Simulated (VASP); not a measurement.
# Zn (P6/mmm) in VASP: notebook

Zn is run at these levels: RPBE; tasks: single point.

Program: VASP 6.6.1. These are calculated values, not measurements. Logs are shortened: lines on timing, memory, paths and dates and some standing lists are left out, and cuts for length are marked.

### Step 1. The cell of the first run

The structure is hexagonal, space group P6/mmm (No. 191). Conventional cell: a = 4.495 Å, b = 4.495 Å, c = 2.694 Å, α = 90.00°, β = 90.00°, γ = 120.00°. Within 3.6 Å of Zn (site symmetry 6/mmm) lie 14 Zn at 2.69 to 2.92 Å. Within 3.4 Å of Zn (site symmetry -6m2) lie 11 Zn at 2.59 to 2.92 Å.

### Step 2. Single point, RPBE (volume scaled by 0.96)

Contents of INCAR:

```
PREC = Accurate
ENCUT = 520
EDIFF = 1E-6
ISMEAR = -1
SIGMA = 0.1
LREAL = False
LASPH = True
NELM = 100
ALGO = Normal
ISIF = 2
LWAVE = False
LCHARG = False
GGA = RP
NBANDS = 25
```

Contents of KPOINTS:

```
Automatic mesh
0
Gamma
  9 9 13
```

Contents of POSCAR:

```
Zn
1.0
    4.4945340470      0.0000000000      0.0000000000
   -2.2472670235      3.8923806629      0.0000000000
    0.0000000000      0.0000000000      2.6940055859
Zn
3
Direct
    0.0000000000      1.0000000000      0.0000000000
    0.3333333333      0.6666666667      0.5000000000
    0.6666666667      0.3333333333      0.5000000000
```

Potentials or basis: VASP PAW PBE potentials, release 64 (Zn).

Started as:

```console
> cat potpaw_PBE.64/Zn/POTCAR > POTCAR
> mpirun -np 1 vasp_std > vasp.out
```

OUTCAR:

```text
PREC = Accurate
   ENCUT = 520
   EDIFF = 1E-6
   ISMEAR = -1
   LREAL = False
   LASPH = True
   NELM = 100
   ISIF = 2
   GGA = RP

 ion  position               nearest neighbor table
   1  0.000  0.000  0.000-   2 2.92   3 2.92   2 2.92   3 2.92   3 2.92   3 2.92   2 2.92   2 2.92
                             3 2.92   3 2.92   2 2.92   2 2.92
   2  0.333  0.667  0.500-   3 2.59   3 2.59   3 2.59   1 2.92   1 2.92   1 2.92   1 2.92   1 2.92
                             1 2.92
   3  0.667  0.333  0.500-   2 2.59   2 2.59   2 2.59   1 2.92   1 2.92   1 2.92   1 2.92   1 2.92
                             1 2.92

  LATTYP: Found a hexagonal cell.
 ALAT       =     4.4945340470
 C/A-ratio  =     0.5993959680

  Lattice vectors:

 A1 = (   4.4945340470,   0.0000000000,   0.0000000000)
 A2 = (  -2.2472670235,   3.8923806629,   0.0000000000)
 A3 = (   0.0000000000,   0.0000000000,   2.6940055859)

Analysis of symmetry for initial positions (statically):
=====================================================================
 Subroutine PRICEL returns:
 Original cell was already a primitive cell.

 Routine SETGRP: Setting up the symmetry group for a
 hexagonal supercell.

 Subroutine GETGRP returns: Found 24 space group operations
 (whereof 24 operations were pure point group operations)
 out of a pool of 24 trial point group operations.

The static configuration has the point symmetry D_6h.

Analysis of symmetry for dynamics (positions and initial velocities):
=====================================================================
 Subroutine PRICEL returns:
 Original cell was already a primitive cell.

 Routine SETGRP: Setting up the symmetry group for a
 hexagonal supercell.

 Subroutine GETGRP returns: Found 24 space group operations
 (whereof 24 operations were pure point group operations)
 out of a pool of 24 trial point group operations.

The dynamic configuration has the point symmetry D_6h.

 Subroutine INISYM returns: Found 24 space group operations
 (whereof 24 operations are pure point group operations),
 and found     1 'primitive' translations

----------------------------------------------------------------------------------------

                                     Primitive cell

  volume of cell :      47.1301

  direct lattice vectors                    reciprocal lattice vectors
     4.494534047  0.000000000  0.000000000     0.222492474  0.128456090  0.000000000
    -2.247267024  3.892380663  0.000000000     0.000000000  0.256912180  0.000000000
     0.000000000  0.000000000  2.694005586     0.000000000  0.000000000  0.371194479

  length of vectors
     4.494534047  4.494534047  2.694005586     0.256912180  0.256912180  0.371194479

  position of ions in fractional coordinates (direct lattice)
     0.000000000  0.000000000  0.000000000
     0.333333333  0.666666667  0.500000000
     0.666666667  0.333333333  0.500000000

  ion indices of the primitive-cell ions
   primitive index   ion index
                 1           1
                 2           2
                 3           3

----------------------------------------------------------------------------------------

 KPOINTS: Automatic mesh

Automatic generation of k-mesh.
 Grid dimensions read from file:
 generate k-points for:    9    9   13

 Generating k-lattice:

  Cartesian coordinates                     Fractional coordinates (reciprocal lattice)
     0.024721386  0.014272899  0.000000000     0.111111111  0.000000000  0.000000000
     0.000000000  0.028545798  0.000000000     0.000000000  0.111111111  0.000000000
     0.000000000  0.000000000  0.028553421     0.000000000  0.000000000  0.076923077

  Length of vectors
     0.028545798  0.028545798  0.028553421

  Shift w.r.t. Gamma in fractional coordinates (k-lattice)
     0.000000000  0.000000000  0.000000000

 Subroutine IBZKPT returns following result:
 ===========================================

 Found     84 irreducible k-points:

 Following reciprocal coordinates:
            Coordinates               Weight
  0.000000  0.000000  0.000000      1.000000
  0.111111 -0.000000  0.000000      6.000000
  0.222222  0.000000  0.000000      6.000000
  0.333333 -0.000000  0.000000      6.000000
  0.444444  0.000000  0.000000      6.000000
  0.111111  0.111111  0.000000      6.000000
[... 16 lines left out ...]
  0.333333  0.222222  0.076923     24.000000
  0.333333  0.333333  0.076923      4.000000
 [... further k-points ...]
   k-points           NKPTS =     84   k-points in BZ     NKDIM =     84   number of bands    NBANDS=     25
   number of dos      NEDOS =    301   number of ions     NIONS =      3
   total plane-waves  NPLWV =  25920
   dimension x,y,z NGX =    36 NGY =   36 NGZ =   20
   dimension x,y,z NGXF=    72 NGYF=   72 NGZF=   40
   ions per type =               3
   NGX,Y,Z   is equivalent  to a cutoff of  13.32, 13.32, 12.34 a.u.
   NGXF,Y,Z  is equivalent  to a cutoff of  26.63, 26.63, 24.68 a.u.
 SYSTEM =  unknown system
   PREC   = accura    normal or accurate (medium, high low for compatibility)
   ISTART =      0    job   : 0-new  1-cont  2-samecut
   ICHARG =      2    charge: 1-file 2-atom 10-const
   ISPIN  =      1    spin polarized calculation?
   LNONCOLLINEAR =      F non collinear calculations
   LSORBIT =      F    spin-orbit coupling
   LASPH  =      T    aspherical Exc in radial PAW
   ENCUT  =  520.0 eV  38.22 Ry    6.18 a.u.   8.36  8.36  5.01*2*pi/ulx,y,z
   NELM   =    100;   NELMIN=  2; NELMDL= -5     # of ELM steps
   EDIFF  = 0.1E-05   stopping-criterion for ELM
   LREAL  =      F    real-space projection
   EDIFFG = 0.1E-04   stopping-criterion for IOM
   NSW    =      0    number of steps for IOM
   IBRION =     -1    ionic relax: 0-MD 1-quasi-New 2-CG
   NFREE  =      0    steps in history (QN), initial steepest desc. (CG)
   ISIF   =      2    stress and relaxation
   ISYM   =      2    0-nonsym 1-usesym 2-fastsym
   POTIM  = 0.5000    time-step for ionic-motion
   TEBEG  =    0.0;   TEEND  =   0.0 temperature during run
   PSTRESS=    0.0 pullay stress
   NELECT =      36.0000    total number of electrons
   NUPDOWN=      -1.0000    fix difference up-down
   EMIN   =  10.00;   EMAX   =-10.00  energy-range for DOS
   EFERMI =   0.00;   METHOD = LEGACY
   ISMEAR =    -1;   SIGMA  =   0.10  broadening in eV -4-tet -1-fermi 0-gaus
   EFERMI_NEDOS =   21; number of points for ismear=-14 and -15
   IALGO  =     38    algorithm
   IMIX   =      4    mixing-type and parameters
     AMIX     =   0.40;   BMIX     =  1.00
     AMIX_MAG =   1.60;   BMIX_MAG =  1.00
  volume/ion in A,a.u.               =      15.71       106.02
  Fermi-wavevector in a.u.,A,eV,Ry     =   1.496498  2.827971 30.470337  2.239507
  Thomas-Fermi vector in A             =   2.608507
   LORBIT       =      0    0 simple, 1 ext, 2 COOP (PROOUT), +10 PAW based schemes
   GGA     = RP    functional components
   LHFCALC =     F    Hartree Fock is set to
   AEXX    =    0.0000 exact exchange contribution
   IVDW    =     0    specifies the selected vdW correction
   LEPSILON=     F    determine dielectric tensor
   LRPA    =     F    only Hartree local field effects (RPA)
 non-spin polarized calculation
  energy-cutoff  :      520.00
  volume of cell :       47.13
 maximum number of plane-waves:      1288
 NGX is ok and might be reduce to    36
   NGX = 17   NGY = 17   NGZ = 11

 number of electron      35.9999997 magnetization

 Free energy of the ion-electron system (eV)
  ---------------------------------------------------
  ext. energy  EPLUGINS =         0.00000000
  ---------------------------------------------------
  free energy    TOTEN  =        -1.97395483 eV

  energy without entropy =       -1.94542708  energy(sigma->0) =       -1.95969095

 E-fermi :   3.1341     XC(G=0): -11.2573

 val. band max:        3.0702310928   @ k =   0.1111  -0.0000   0.0000
 cond. band min:       3.1508743424   @ k =   0.1111  -0.0000   0.1538
 fundamental gap:      0.0806432495
 Fermi energy:         3.1340976076

 k-point     1 :       0.0000    0.0000    0.0000
  band No.  band energies     occupation
      1      -7.0897      2.00000
      2      -5.1753      2.00000
      3      -4.7345      2.00000
      4      -4.6709      2.00000
      5      -4.6300      2.00000
      6      -4.6300      2.00000
[... 17 lines left out ...]
     24      16.9407      0.00000
     25      21.6784      0.00000

 k-point     2 :       0.1111   -0.0000    0.0000
  band No.  band energies     occupation
      1      -6.9632      2.00000
      2      -5.1612      2.00000
      3      -4.7807      2.00000
      4      -4.7442      2.00000
      5      -4.7116      2.00000
      6      -4.6697      2.00000
[... 17 lines left out ...]
     24      17.0111      0.00000
     25      20.0674      0.00000

 k-point     3 :       0.2222    0.0000    0.0000
  band No.  band energies     occupation
      1      -6.5913      2.00000
      2      -5.1289      2.00000
      3      -4.9431      2.00000
      4      -4.7939      2.00000
      5      -4.7762      2.00000
      6      -4.6948      2.00000
[... 17 lines left out ...]
     24      17.0531      0.00000
     25      17.6295      0.00000

 k-point     4 :       0.3333   -0.0000    0.0000
  band No.  band energies     occupation
      1      -6.0111      2.00000
      2      -5.1538      2.00000
      3      -5.0075      2.00000
      4      -4.8475      2.00000
      5      -4.8016      2.00000
      6      -4.7348      2.00000
[... 17 lines left out ...]
     24      14.7658      0.00000
     25      15.1135      0.00000

 k-point     5 :       0.4444    0.0000    0.0000
  band No.  band energies     occupation
      1      -5.3851      2.00000
      2      -5.2065      2.00000
      3      -5.0048      2.00000
      4      -4.8858      2.00000
      5      -4.8044      2.00000
      6      -4.7935      2.00000
[... 17 lines left out ...]
     24      13.9874      0.00000
     25      15.4183      0.00000

 k-point     6 :       0.1111    0.1111    0.0000
  band No.  band energies     occupation
      1      -6.7139      2.00000
      2      -5.1371      2.00000
      3      -4.8643      2.00000
      4      -4.8463      2.00000
      5      -4.7590      2.00000
      6      -4.6717      2.00000
[... 17 lines left out ...]
     24      17.0614      0.00000
     25      17.5774      0.00000
[... 393 lines left out ...]
 k-point    21 :       0.4444    0.1111    0.0769
  band No.  band energies     occupation
      1      -5.2471      2.00000
      2      -5.0868      2.00000
      3      -5.0168      2.00000
      4      -4.8483      2.00000
      5      -4.8403      2.00000
      6      -4.7538      2.00000
[... 17 lines left out ...]
     24      13.9230      0.00000
     25      14.1992      0.00000

 k-point    22 :       0.2222    0.2222    0.0769
  band No.  band energies     occupation
      1      -5.6253      2.00000
      2      -5.1216      2.00000
      3      -4.9996      2.00000
      4      -4.9333      2.00000
      5      -4.7866      2.00000
      6      -4.6912      2.00000
[... 17 lines left out ...]
     24      13.0421      0.00000
     25      16.4022      0.00000

 k-point    23 :       0.3333    0.2222    0.0769
  band No.  band energies     occupation
      1      -5.3007      2.00000
      2      -5.1166      2.00000
      3      -5.0432      2.00000
      4      -4.8718      2.00000
      5      -4.8190      2.00000
      6      -4.7217      2.00000
[... 17 lines left out ...]
     24      14.4066      0.00000
     25      15.3015      0.00000

 k-point    24 :       0.3333    0.3333    0.0769
  band No.  band energies     occupation
      1      -5.2947      2.00000
      2      -5.0719      2.00000
      3      -5.0719      2.00000
      4      -4.8376      2.00000
      5      -4.8376      2.00000
      6      -4.7328      2.00000
[... 17 lines left out ...]
     24      14.8969      0.00000
     25      15.8754      0.00000

 [... further k-points ...]
[... 5 lines left out ...]
  --------------------------------------------------------------------------------------
  -------------------------------------------------------------------------------------
  Total        0.6145013      0.6145013      0.9740585     -0.0000000      0.0000000      0.0000000
  in kB       20.8898294     20.8898294     33.1128964     -0.0000000      0.0000000      0.0000000
  external PRESSURE =      24.9641850 kB  Pullay stress =       0.0000000 kB

 VOLUME and BASIS-vectors are now :
 -----------------------------------------------------------------------------
  energy-cutoff  :      520.00
  volume of cell :       47.13
      direct lattice vectors                 reciprocal lattice vectors
     4.494534047  0.000000000  0.000000000     0.222492474  0.128456090  0.000000000
    -2.247267024  3.892380663  0.000000000     0.000000000  0.256912180  0.000000000
     0.000000000  0.000000000  2.694005586     0.000000000  0.000000000  0.371194479

 POSITION                                       TOTAL-FORCE (eV/Angst)
 -----------------------------------------------------------------------------------
      0.00000      0.00000      0.00000        -0.000000      0.000000      0.000000
     -0.00000      2.59492      1.34700        -0.000000      0.000000     -0.000000
      2.24727      1.29746      1.34700         0.000000     -0.000000      0.000000
 -----------------------------------------------------------------------------------
    total drift:                                0.000000      0.000000     -0.000000

  FREE ENERGIE OF THE ION-ELECTRON SYSTEM (eV)
  ---------------------------------------------------
  free  energy   TOTEN  =        -1.9739548269 eV

  energy  without entropy=       -1.9454270812  energy(sigma->0) =       -1.95969095
```

Wall time 26 s (1 thread of Intel Xeon 6975P-C (Granite Rapids), shared host); peak memory 0.21 GiB.

Results:

```yaml
Free_energy: -1.9740 eV
Pressure: 2.5 GPa
Band_gap_on_the_k_mesh: zero (band 18 reaches 7.16 eV, above the bottom of band 19 at 2.00 eV)
```

Levels at points of the mesh, in eV from the Fermi level:
| k point | band 15 | band 16 | band 17 | band 18 | band 19 | band 20 | band 21 | band 22 |
| --- | --- | --- | --- | --- | --- | --- | --- | --- |
| (0.00, 0.00, 0.00) | -7.04 | -7.04 | 0.61 | 0.61 | 0.67 | 0.67 | 0.73 | 0.89 |

Caveat: the cell differs from its parent crystal (volume scaled by 0.96); the PAW data sets were made with another functional, which shifts forces and pressure a little.

### Step 3. Single point, RPBE

This run uses another cell than the first one, of 16.36 Å³/atom, 1.042 times its volume.

Contents of INCAR:

```
SYSTEM = Zn
ALGO = Normal
EDIFF = 1E-7
ENCUT = 520
GGA = RP
ISIF = 2
ISMEAR = -1
LASPH = .TRUE.
LCHARG = .TRUE.
LELF = .TRUE.
LREAL = .FALSE.
LVHAR = .TRUE.
LWAVE = .FALSE.
NBANDS = 25
NELM = 60
PREC = Accurate
SIGMA = 0.1
```

Contents of KPOINTS:

```
k-points
0
G
  9 9 13
  0 0 0
```

Contents of POSCAR:

```
Zn
1.0
    4.5561106583      0.0000000000      0.0000000000
   -2.2780553291      3.9457075725      0.0000000000
    0.0000000000      0.0000000000      2.7309143585
Zn
3
Direct
    0.0000000000      1.0000000000      0.0000000000
    0.3333333333      0.6666666667      0.5000000000
    0.6666666667      0.3333333333      0.5000000000
```

Potentials or basis: VASP PAW PBE potentials, release 64 (Zn).

Started as:

```console
> cat potpaw_PBE.64/Zn/POTCAR > POTCAR
> mpirun -np 1 vasp_std > vasp.out
```

It took 33 s on 1 thread of Intel Xeon 6975P-C (Granite Rapids), shared host; peak memory 0.21 GiB.

The run converged. Its results:

| Item | Value |
| --- | --- |
| Free energy | -1.9895 eV |
| Pressure | 0.1 GPa |
| Band gap on the k mesh | zero (band 18 reaches 6.79 eV, above the bottom of band 19 at 1.66 eV) |

Stress tensor (GPa, compression positive):
```
-0.25  0.00  0.00
 0.00 -0.25  0.00
 0.00  0.00  0.82
```

Levels at points of the mesh, in eV from the Fermi level:
| k point | band 16 | band 17 | band 18 | band 19 | band 20 | band 21 |
| --- | --- | --- | --- | --- | --- | --- |
| (0.00, 0.00, 0.00) | -6.96 | 0.61 | 0.66 | 0.66 | 0.72 | 0.72 |

Caveat: the PAW data sets were made with another functional, which shifts forces and pressure a little.

### Step 4. Single point, RPBE (volume scaled by 1.04)

Contents of INCAR:

```
SYSTEM = Zn
PREC = Accurate
ENCUT = 520
EDIFF = 1E-6
ISMEAR = -1
SIGMA = 0.1
LREAL = .FALSE.
LASPH = .TRUE.
NELM = 100
ALGO = Normal
ISIF = 2
LWAVE = .FALSE.
LCHARG = .FALSE.
GGA = RP
NBANDS = 25
```

Contents of KPOINTS:

```
Automatic mesh
0
G
  9 9 13
  0 0 0
```

Contents of POSCAR:

```
Zn
1.0
    4.6160663583      0.0000000000      0.0000000000
   -2.3080331791      3.9976307318      0.0000000000
    0.0000000000      0.0000000000      2.7668515633
Zn
3
Direct
    0.0000000000      1.0000000000      0.0000000000
    0.3333333333      0.6666666667      0.5000000000
    0.6666666667      0.3333333333      0.5000000000
```

Started as:

```console
> cat potpaw_PBE.64/Zn/POTCAR > POTCAR
> mpirun -np 1 vasp_std > vasp.out
```

It took 33 s on 1 thread of Intel Xeon 6975P-C (Granite Rapids), shared host; peak memory 0.22 GiB.

It converged, with:

```yaml
Free_energy: -1.9787 eV
Pressure: -1.8 GPa
Band_gap_on_the_k_mesh: zero (band 18 reaches 6.45 eV, above the bottom of band 19 at 1.34 eV)
```

Stress tensor (GPa, compression positive):
```
-2.10  0.00  0.00
 0.00 -2.10  0.00
 0.00  0.00 -1.15
```

Levels at points of the mesh, in eV from the Fermi level:
```csv
k point,band 16,band 17,band 18,band 19,band 20,band 21
"(0.00, 0.00, 0.00)",-6.89,0.50,0.67,0.70,0.70,0.77
```

Caveat: the cell differs from its parent crystal (volume scaled by 1.04); the PAW data sets were made with another functional, which shifts forces and pressure a little.

### Step 5. Single point, RPBE (volume scaled by 1.08)

Contents of INCAR:

```
PREC = Accurate
ENCUT = 520
EDIFF = 1E-7
ISMEAR = -1
SIGMA = 0.1
LREAL = F
LASPH = T
NELM = 100
ALGO = Normal
ISIF = 2
LWAVE = F
LCHARG = T
GGA = RP
LELF = T
LVHAR = T
NBANDS = 25
```

Contents of KPOINTS:

```
regular mesh
0
Gamma
  9 9 13
```

Contents of POSCAR:

```
Zn
1.0
    4.6745037816      0.0000000000      0.0000000000
   -2.3372518908      4.0482390250      0.0000000000
    0.0000000000      0.0000000000      2.8018787192
Zn
3
Direct
    0.0000000000      1.0000000000      0.0000000000
    0.3333333333      0.6666666667      0.5000000000
    0.6666666667      0.3333333333      0.5000000000
```

Started as:

```console
> cat potpaw_PBE.64/Zn/POTCAR > POTCAR
> mpirun -np 1 vasp_std > vasp.out
```

Run time: 35 s. Hardware: 1 thread of Intel Xeon 6975P-C (Granite Rapids), shared host; peak memory 0.23 GiB.

It converged, with:

```
Free energy            : -1.9480 eV
Pressure               : -3.2 GPa
Band gap on the k mesh : zero (band 18 reaches 6.12 eV, above the bottom of band 19 at 1.05 eV)
```

Stress tensor (GPa, compression positive):
```
-3.46  0.00  0.00
 0.00 -3.46  0.00
 0.00  0.00 -2.64
```

Levels at points of the mesh, in eV from the Fermi level:
| k point | band 14 | band 15 | band 16 | band 17 | band 18 | band 19 | band 20 | band 21 | band 22 | band 23 |
| --- | --- | --- | --- | --- | --- | --- | --- | --- | --- | --- |
| (0.00, 0.00, 0.00) | -7.10 | -6.83 | -6.83 | 0.40 | 0.56 | 0.75 | 0.75 | 0.81 | 0.81 | 9.26 |

Caveat: the cell differs from its parent crystal (volume scaled by 1.08); the PAW data sets were made with another functional, which shifts forces and pressure a little.

(Part 1 of 2 ends here.)
